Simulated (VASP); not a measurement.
A run of VASP 6.6.1 is set up as follows.

POSCAR

```
Ba2C
1.0
    0.0000000000      3.4712258949      3.4712258949
    3.4712258949      0.0000000000      3.4712258949
    3.4712258949      3.4712258949      0.0000000000
C Ba
1 2
Direct
    0.0000000000      0.0000000000      0.0000000000
    0.2500000000      0.2500000000      0.2500000000
    0.7500000000      0.7500000000      0.7500000000
```

File INCAR.step1:

```
ALGO = Normal
EDIFF = 1E-4
ENCUT = 520
GGA = PE
ISMEAR = -1
LASPH = True
LCHARG = False
LREAL = False
LWAVE = True
NBANDS = 19
NELM = 100
PREC = Accurate
SIGMA = 0.02
```

INCAR.step2

```
ALGO = Normal
EDIFF = 1E-6
ENCUT = 520
ISIF = 2
ISMEAR = -1
ISTART = 1
LASPH = True
LCHARG = False
LMIXTAU = True
LREAL = False
LWAVE = False
METAGGA = R2SCAN
NBANDS = 19
NELM = 100
PREC = Accurate
SIGMA = 0.02
```

File KPOINTS:

```
k-points
0
Gamma
  6 6 6
```

Potentials or basis: VASP PAW PBE potentials, release 64 (C, Ba_sv).

Command:

```sh
$ cat potpaw_PBE.64/C/POTCAR potpaw_PBE.64/Ba_sv/POTCAR > POTCAR
$ cp INCAR.step1 INCAR
$ mpirun -np 1 vasp_std > vasp.out
$ cp INCAR.step2 INCAR
$ mpirun -np 1 vasp_std > vasp.out
```

(1) Predict the band gap on the k mesh.

(2) Predict the pressure.

Answers

(1) zero (filled and empty bands touch).

(2) 2.7 GPa.

Caveat: the PAW data sets were made with another functional, which shifts forces and pressure a little; spin-orbit coupling is left out, which moves the levels of the heavy elements.
